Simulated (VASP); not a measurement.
A run of VASP 6.6.1 is set up as follows.

File POSCAR:

```
BaZrO3
1.0
    4.1913400000      0.0000000000      0.0000000000
    0.0000000000      4.1913400000      0.0000000000
    0.0000000000      0.0000000000      4.1913400000
Ba Zr O
1 1 3
Direct
    0.0000000000      0.0000000000      0.0000000000
    0.5000000000      0.5000000000      0.5000000000
    0.5000000000      0.5000000000      0.0000000000
    0.5000000000      0.0000000000      0.5000000000
    0.0000000000      0.5000000000      0.5000000000
```

The input INCAR.step1:

```
PREC = Accurate
ENCUT = 520
EDIFF = 1E-5
ISMEAR = -1
SIGMA = 0.05
LREAL = False
LASPH = True
NELM = 100
ALGO = Normal
ISIF = 2
LWAVE = True
LCHARG = False
NBANDS = 28
GGA = PE
```

The input INCAR.step2:

```
PREC = Accurate
ENCUT = 520
EDIFF = 1E-6
ISMEAR = -1
SIGMA = 0.05
LREAL = False
LASPH = True
NELM = 100
ALGO = Normal
ISIF = 2
LWAVE = False
LCHARG = False
GGA = PE
LHFCALC = True
AEXX = 0.25
PRECFOCK = Fast
NBANDS = 28
ISTART = 1
```

Contents of KPOINTS:

```
Automatic mesh
0
Gamma
  4 4 4
```

Potentials or basis: VASP PAW PBE potentials, release 64 (Ba_sv, Zr_sv, O).

The run is started by

```bash
$ cat potpaw_PBE.64/Ba_sv/POTCAR potpaw_PBE.64/Zr_sv/POTCAR potpaw_PBE.64/O/POTCAR > POTCAR
$ cp INCAR.step1 INCAR
$ mpirun -np 1 vasp_std > vasp.out
$ cp INCAR.step2 INCAR
$ mpirun -np 1 vasp_std > vasp.out
```

(1) What does it give for the band gap on the k mesh?

(2) What does it give for the pressure?

Results:

(1) 5.44 eV (least direct gap 5.72 eV).

(2) 1.1 GPa.

Caveat: the PAW data sets were made with another functional, which shifts forces and pressure a little; spin-orbit coupling is left out, which moves the levels of the heavy elements.
